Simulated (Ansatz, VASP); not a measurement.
Hf5C3: VASP beside Ansatz

INCAR

```
SYSTEM = Hf5C3
  PREC = Accurate
  ENCUT = 600
  EDIFF = 1E-6
  ISMEAR = 0
  SIGMA = 0.2
  LREAL = .False.
  LASPH = .True.
  NELM = 80
  ALGO = Normal
  ISIF = 3
  LWAVE = .False.
  LCHARG = .False.
  GGA = PE
  IBRION = 2
  NSW = 36
  EDIFFG = -0.08
```

KPOINTS

```
regular mesh
0
Gamma
  3 3 3
  0 0 0
```

The input POSCAR:

```
Hf5C3
1.0
    5.3011121700      0.0000000000      0.0000000000
    0.0000000000      5.3011121700      0.0000000000
    0.0000000000      0.0000000000      5.3011121700
Hf C
5 3
Direct
    0.5000000000      0.0000000000      0.0000000000
    0.0000000000      0.5000000000      0.0000000000
    0.0000000000      0.0000000000      0.5000000000
    0.0000000000      0.0000000000      0.0000000000
    0.5000000000      0.5000000000      0.5000000000
    0.0000000000      0.5000000000      0.5000000000
    0.5000000000      0.0000000000      0.5000000000
    0.5000000000      0.5000000000      0.0000000000
```

Input for Ansatz:

```yaml
crystal:
  lattice:
    - [5.30111217, 0.0, 0.0]
    - [0.0, 5.30111217, 0.0]
    - [0.0, 0.0, 5.30111217]
  atoms:
    - { symbol: Hf, position: [0.5, 0.0, 0.0] }
    - { symbol: Hf, position: [0.0, 0.5, 0.0] }
    - { symbol: Hf, position: [0.0, 0.0, 0.5] }
    - { symbol: Hf, position: [0.0, 0.0, 0.0] }
    - { symbol: Hf, position: [0.5, 0.5, 0.5] }
    - { symbol: C, position: [0.0, 0.5, 0.5] }
    - { symbol: C, position: [0.5, 0.0, 0.5] }
    - { symbol: C, position: [0.5, 0.5, 0.0] }
basis:
  ecutwfc: 420
kpoints:
  mp_grid: { grid: [3, 3, 3] }
hamiltonian:
  xc: pbe
scf:
  occupations: { method: gaussian, width: 0.2 }
  lower_state_search: "off"
output:
  forces: true
  stress: true
  eigenvalues: true
relax:
  adjacent_minimum: "off"
  f_tol: 0.08
  max_steps: 16
  cell: { stress_tol: 0.8 }
```

Alike in both runs: task relaxation of cell and atoms; functional PBE; k mesh 3 × 3 × 3; occupations gaussian, width 0.2 eV; no spin polarisation.

```csv
,VASP,Ansatz
version,VASP 6.6.1,Ansatz 0.2.0
potentials or method,"VASP PAW PBE potentials, release 64 (Hf_pv, C), cutoff 600 eV","scalar-relativistic, plane waves, PAW"
valence electrons in the cell,62,142
```

VASP gave:

- gap on the k mesh at the Fermi level, each at its own relaxed structure (eV): none
- relaxed volume (Å³/atom): 15.67
- relaxed length of the cell vector where the two differ most in proportion (Å): 5.005

Q: Which values does Ansatz return?

A: gap on the k mesh at the Fermi level, each at its own relaxed structure (eV): none; relaxed volume (Å³/atom): 15.72; relaxed length of the cell vector where the two differ most in proportion (Å): 5.010.

A gap of «none» marks a metal or a gap that the smearing closes. VASP's potentials hold 62 valence electrons a cell and Ansatz's 142, so a difference there can come from the potentials and not from the codes.

The k mesh is coarse, so the values compare programs but aren't converged. Neither program's run includes spin-orbit coupling. Noted on VASP's run: the volume moved by over 15 % at a fixed basis, so the end points are rough.
